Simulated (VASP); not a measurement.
Set up this calculation in VASP 6.6.1, as the native input.

- Task: relaxation of cell and atoms
- Functional: PBE
- Potentials or basis: VASP PAW PBE potentials, release 64 (Pt, C)
- Cutoff: 600 eV
- k mesh: 20 × 20 × 20
- Occupations: gaussian, width 0.1 eV
- Spin: no spin polarisation
- Dipole correction: no
- Further INCAR settings: ALGO = Normal; EDIFF = 1e-07; IBRION = 2; EDIFFG = -0.01; NSW = 100; ISIF = 3

The structure of PtC lies in POSCAR:

```
PtC
1.0
    0.0000000000      2.3612543730      2.3612543730
    2.3612543730      0.0000000000      2.3612543730
    2.3612543730      2.3612543730      0.0000000000
Pt C
1 1
Direct
    0.0000000000      0.0000000000      0.0000000000
    0.2500000000      0.2500000000      0.2500000000
```

These files were run (other wordings do the same):

INCAR

```
PREC = Accurate
ENCUT = 600
EDIFF = 1E-7
ISMEAR = 0
SIGMA = 0.1
LREAL = False
LASPH = True
NELM = 100
ALGO = Normal
ISIF = 3
LWAVE = False
LCHARG = False
GGA = PE
IBRION = 2
NSW = 100
EDIFFG = -0.01
```

KPOINTS

```
regular mesh
0
Gamma
  20 20 20
```

Potentials or basis: VASP PAW PBE potentials, release 64 (Pt, C).

The run is started by

```console
$ cat potpaw_PBE.64/Pt/POTCAR potpaw_PBE.64/C/POTCAR > POTCAR
$ mpirun -np 1 vasp_std > vasp.out
```

It gave:

```
Relaxed volume                        : 13.14 Å³/atom
Relaxed cell                          : a = 3.337 Å, b = 3.337 Å, c = 3.337 Å, α = 60.00°, β = 60.00°, γ = 60.00°
Space group after relaxing (to 0.1 Å) : F-43m (No. 216)
Energy gained by relaxing             : 0.0 meV/atom
Ionic steps                           : 3
Pressure after relaxing               : 0.0 GPa
Band gap on the k mesh                : zero (bands 7 and 8 overlap by 4.36 eV)
```

Caveat: spin-orbit coupling is left out, which moves the levels of the heavy elements.

Run time: 4.2 min on 1 thread of Intel Xeon 8259CL (shared host), peak memory 0.25 GiB.
